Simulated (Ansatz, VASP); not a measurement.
One calculation of Pt, two programs

```
Pt
1.0
     0.29202    2.15118    2.15118
     2.15118    0.29202    2.15118
     2.15118    2.15118    0.29202
Pt
1
Direct
  0.00000 0.00000 0.00000
```

Change from the starting cell: equal engineering shear yz, xz and xy +0.1500, equal normal strain along x, y and z +0.0300.

Alike in both runs: task single point; functional LDA; k mesh 20 × 20 × 20; occupations gaussian, width 0.15 eV; no spin polarisation.

```csv
,VASP,Ansatz
version,VASP 6.6.1,Ansatz 0.2.0
potentials or method,"VASP PAW LDA potentials, release 64 (Pt), cutoff 520 eV","scalar-relativistic, plane waves, PAW"
valence electrons in the cell,10,18
```

|  | VASP | Ansatz | Ansatz less VASP |
| --- | --- | --- | --- |
| gap on the k mesh at the Fermi level (eV) | none | none | - |
| pressure (GPa) | -4.5 | -5.1 | -0.57 |
| traceless stress, the component that is largest in VASP (GPa) | -10.76 | -10.43 | +0.332 |

Ansatz warns that its potentials were made for another functional, while VASP's fit it. LDA's correlation is that of Perdew and Zunger in VASP and of Perdew and Wang (1992) in Ansatz. A gap of «none» marks a metal or a gap that the smearing closes. VASP's potentials hold 10 valence electrons a cell and Ansatz's 18, so a difference there can come from the potentials and not from the codes.

Neither program's run includes spin-orbit coupling.
